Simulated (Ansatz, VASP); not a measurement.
## HRh6 in VASP and in Ansatz

```
Rh H
1.0
     5.41659    0.00000    0.00000
    -2.70829    4.69090    0.00000
     0.00000    0.00000   22.29661
Rh H
12 2
Direct
  0.33333 0.16667 0.17940
  0.33333 0.66667 0.17940
  0.83333 0.16667 0.17940
  0.83333 0.66667 0.17940
  0.16667 0.33333 0.27578
  0.16667 0.83333 0.27578
  0.66667 0.33333 0.27578
  0.66667 0.83333 0.27578
  0.00000 0.00000 0.37210
  0.00000 0.50000 0.37210
  0.50000 0.00000 0.37210
  0.50000 0.50000 0.37210
  0.13089 0.26177 0.44969
  0.36911 0.73823 0.44969
```

Alike in both runs: task single point; functional PBE; k mesh 6 × 6 × 1; occupations gaussian, width 0.1 eV; no spin polarisation.

```csv
,VASP,Ansatz
version,VASP 6.6.1,Ansatz 0.2.0
potentials or method,"VASP PAW PBE potentials, release 64 (Rh_pv, H), cutoff 520 eV","scalar-relativistic, plane waves, PAW"
valence electrons in the cell,182,206
```

```tsv
	VASP	Ansatz	Ansatz less VASP
gap on the k mesh at the Fermi level (eV)	none	none	-
rms of the force components (eV/Å)	0.561	0.561	0.0000
```

Atom by atom the forces differ by 0.002 eV/Å (rms over components). A gap of «none» marks a metal or a gap that the smearing closes. VASP's potentials hold 182 valence electrons a cell and Ansatz's 206, so a difference there can come from the potentials and not from the codes.
